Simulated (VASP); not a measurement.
Write the native input for VASP 6.6.1 that does the following.

```yaml
Task: single point
Functional: LDA
Potentials_or_basis: VASP PAW LDA potentials, release 64 (La)
Cutoff: 520 eV
k_mesh: 10 × 10 × 10
Occupations: fermi-dirac, width 0.1 eV
Spin: no spin polarisation
Dipole_correction: no
Further_INCAR_settings: ALGO = Normal; EDIFF = 1e-06; NBANDS = 12
```

The structure of La lies in POSCAR:

```
La
1.0
    0.0000000000      2.5193877003      2.5193877003
    2.5193877003      0.0000000000      2.5193877003
    2.5193877003      2.5193877003      0.0000000000
La
1
Direct
    0.0000000000      0.0000000000      0.0000000000
```

These files were run (other wordings do the same):

INCAR

```
SYSTEM = La
PREC = Accurate ; ENCUT = 520
EDIFF = 1E-6 ; ISMEAR = -1
SIGMA = 0.1 ; LREAL = .FALSE.
LASPH = .TRUE. ; NELM = 80
ALGO = Normal ; ISIF = 2
LWAVE = .FALSE. ; LCHARG = .FALSE.
NBANDS = 12
```

KPOINTS

```
Automatic mesh
0
G
  10 10 10
  0 0 0
```

Potentials or basis: VASP PAW LDA potentials, release 64 (La).

The run is started by

```console
$ cat potpaw_LDA.64/La/POTCAR > POTCAR
$ mpirun -np 1 vasp_std > vasp.out
```

It gave:

The pressure is -0.1 GPa.

Wall time 23 s on 1 thread of Intel(R) Xeon(R) Platinum 8175M CPU @ 2.50GHz (Skylake/Cascade Lake) (shared host), peak memory 0.16 GiB.
